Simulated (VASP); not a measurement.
# MgCd3Se4: single point with PBE

The system is MgCd3Se4.

```
CELL_PARAMETERS angstrom
5.75955 0.00000 0.00000
0.00000 5.75955 0.00000
0.00000 0.00000 5.75955
ATOMIC_POSITIONS crystal
Mg 0.50000 0.50000 0.50000
Cd 0.00000 0.50000 0.50000
Cd 0.50000 0.00000 0.50000
Cd 0.50000 0.50000 0.00000
Se 0.50000 0.00000 0.00000
Se 0.00000 0.50000 0.00000
Se 0.00000 0.00000 0.50000
Se 0.00000 0.00000 0.00000
```

```yaml
Program: VASP 6.6.1
Task: single point
Functional: PBE
Potentials_or_basis: VASP PAW PBE potentials, release 64 (Mg, Cd, Se)
Cutoff: 600 eV
k_mesh: 2 × 2 × 2
Occupations: gaussian, width 0.15 eV
Spin: no spin polarisation
Dipole_correction: no
Further_INCAR_settings: ALGO = Normal; EDIFF = 1e-06; NBANDS = 41
```

```yaml
Pressure: 0.0 GPa
Band_gap_on_the_k_mesh: zero (band 31 reaches 3.19 eV, above the bottom of band 32 at 2.10 eV)
```

Levels at points of the mesh, in eV from the Fermi level:
| k point | band 27 | band 28 | band 29 | band 30 | band 31 | band 32 | band 33 | band 34 | band 35 | band 36 |
| --- | --- | --- | --- | --- | --- | --- | --- | --- | --- | --- |
| (0.00, 0.00, 0.00) | -2.79 | -2.79 | -2.79 | -1.50 | -1.50 | 1.34 | 1.34 | 1.34 | 2.99 | 2.99 |
| (0.50, 0.00, 0.00) | -2.64 | -2.55 | -1.63 | -1.61 | 0.08 | 0.75 | 0.75 | 1.86 | 2.13 | 2.97 |
| (0.50, 0.50, 0.00) | -1.65 | -1.52 | -1.29 | -1.29 | -1.16 | 0.01 | 1.06 | 1.06 | 2.76 | 3.00 |
| (0.50, 0.50, 0.50) | -1.33 | -1.33 | -1.23 | -1.01 | -1.01 | -1.01 | 2.06 | 2.06 | 2.06 | 2.59 |

It took 25 s on 1 thread of Intel(R) Xeon(R) 6975P-C (Granite Rapids), with other jobs on the host, peak memory 0.34 GiB.

Caveat: the k points lie up to 0.55 Å⁻¹ apart.
